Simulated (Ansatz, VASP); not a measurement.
**One calculation of NbN, two programs**

```
Nb N
1.0
     0.00000    2.20903    2.20903
     2.20903    0.00000    2.20903
     2.20903    2.20903    0.00000
Nb N
1 1
Direct
  0.50000 0.50000 0.50000
  0.00000 0.00000 0.00000
```

Change from the starting cell: volume scaled by 1.02.

Alike in both runs: task single point; functional PBE; k mesh 13 × 13 × 13; occupations fermi-dirac, width 0.08 eV; no spin polarisation.

```csv
,VASP,Ansatz
version,VASP 6.6.1,Ansatz 0.2.0
potentials or method,"VASP PAW PBE potentials, release 64 (Nb_sv, N), cutoff 600 eV","all-electron LAPW, scalar-relativistic"
```

```tsv
	VASP	Ansatz	Ansatz less VASP
pressure (GPa)	0.0	0.7	+0.64
```

Ansatz ran all-electron here, and VASP with PAW potentials.
